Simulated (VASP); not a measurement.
# MnNb: relaxation of cell and atoms with PBE

Crystal: MnNb.

```
Mn Nb
1.0
     0.00000    2.71603    2.71603
     2.71603    0.00000    2.71603
     2.71603    2.71603    0.00000
Mn Nb
1 1
Direct
  0.00000 0.00000 0.00000
  0.25000 0.25000 0.25000
```

- Program: VASP 6.6.1
- Task: relaxation of cell and atoms
- Functional: PBE
- Potentials or basis: VASP PAW PBE potentials, release 64 (Mn_pv, Nb_sv)
- Cutoff: 500 eV
- k mesh: 18 × 18 × 18
- Occupations: gaussian, width 0.1 eV
- Spin: no spin polarisation
- Dipole correction: no
- Further INCAR settings: ALGO = Normal; EDIFF = 1e-07; IBRION = 2; EDIFFG = -0.01; NSW = 100; ISIF = 3

* Relaxed volume: 20.09 Å³/atom
* Relaxed cell: a = 3.845 Å, b = 3.845 Å, c = 3.845 Å, α = 60.00°, β = 60.00°, γ = 60.00°
* Space group after relaxing (to 0.1 Å): F-43m (No. 216)
* Energy gained by relaxing: 0.0 meV/atom
* Ionic steps: 3
* Pressure after relaxing: 0.0 GPa
* Band gap on the k mesh: zero (bands 13 and 14 overlap by 0.20 eV)

Final structure:
```xyz
2
Lattice="0.0000 2.7185 2.7185 2.7185 0.0000 2.7185 2.7185 2.7185 0.0000" Properties=species:S:1:pos:R:3 pbc="T T T"
Mn    0.0000    0.0000    0.0000
Nb    1.3593    1.3593    1.3593
```

Levels at points of the mesh, in eV from the Fermi level:
```csv
k point,band 10,band 11,band 12,band 13,band 14,band 15,band 16,band 17
"(0.00, 0.00, 0.00)",-1.60,-1.02,-1.02,-1.02,1.12,1.12,1.12,3.85
"(0.50, 0.00, 0.00)",-1.54,-1.54,-1.04,-1.04,0.19,1.91,1.91,3.60
"(0.50, 0.50, 0.00)",-1.02,-1.02,-0.16,0.00,0.08,1.97,3.39,3.71
```

It took 6.6 min on 1 thread of Oxide Virtual Turin-like Processor, with other jobs on the host, peak memory 0.24 GiB.

Caveat: the run has no spin polarisation, though such a crystal can be magnetic. Spin polarisation is off, so any magnetic state and its effect on volume and gap are missing.
